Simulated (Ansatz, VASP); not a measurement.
## ZnSe: VASP beside Ansatz

File POSCAR:

```
ZnSe
1.0
    0.0000000000      2.7553503817      2.7553503817
    2.7553503817      0.0000000000      2.7553503817
    2.7553503817      2.7553503817      0.0000000000
Zn Se
1 1
Direct
    0.0000000000      0.0000000000      0.0000000000
    0.2500000000      0.2500000000      0.2500000000
```

Contents of INCAR.step1:

```
SYSTEM = ZnSe
  ALGO = Normal
  EDIFF = 1E-5
  ENCUT = 550
  GGA = PE
  GGA_COMPAT = .False.
  ISMEAR = 0
  LASPH = .True.
  LCHARG = .False.
  LREAL = .False.
  LWAVE = .True.
  NBANDS = 16
  NELM = 120
  PREC = Accurate
  SIGMA = 0.05
```

The input INCAR.step2:

```
SYSTEM = ZnSe
  ALGO = Normal
  EDIFF = 1E-6
  ENCUT = 550
  GGA_COMPAT = .False.
  ISIF = 2
  ISMEAR = 0
  ISTART = 1
  LASPH = .True.
  LCHARG = .False.
  LMIXTAU = .True.
  LREAL = .False.
  LWAVE = .False.
  METAGGA = R2SCAN
  NBANDS = 16
  NELM = 120
  PREC = Accurate
  SIGMA = 0.05
```

File KPOINTS:

```
k-points
0
Gamma
  6 6 6
  0 0 0
```

Input for Ansatz:

```yaml
crystal:
  lattice:
    - [0.0, 2.7553503817, 2.7553503817]
    - [2.7553503817, 0.0, 2.7553503817]
    - [2.7553503817, 2.7553503817, 0.0]
  atoms:
    - { symbol: Zn, position: [0.0, 0.0, 0.0] }
    - { symbol: Se, position: [0.25, 0.25, 0.25] }
basis:
  ecutwfc: 500
  ecutrho_ratio: 4
kpoints:
  mp_grid: { grid: [6, 6, 6] }
hamiltonian:
  xc: r2scan
scf:
  occupations: { method: gaussian, width: 0.05 }
output:
  forces: true
  stress: true
  eigenvalues: true
```

Alike in both runs: task single point; functional r2SCAN; k mesh 6 × 6 × 6; occupations gaussian, width 0.05 eV; no spin polarisation.

|  | VASP | Ansatz |
| --- | --- | --- |
| version | VASP 6.6.1 | Ansatz 0.2.0 |
| potentials or method | VASP PAW PBE potentials, release 64 (Zn, Se), cutoff 550 eV | scalar-relativistic, plane waves, PAW |
| valence electrons in the cell | 18 | 28 |

Ansatz gave:

```
gap on the k mesh at the Fermi level (eV) : 2.23
least direct gap on the mesh (eV)         : 2.23
pressure (GPa)                            : 6.6
```

Problem. What did VASP give for the same quantities?

Solution. gap on the k mesh at the Fermi level (eV): 2.24; least direct gap on the mesh (eV): 2.24; pressure (GPa): 6.7.

VASP's potentials were made for PBE, not for r2SCAN. VASP's potentials hold 18 valence electrons a cell and Ansatz's 28, so a difference there can come from the potentials and not from the codes.
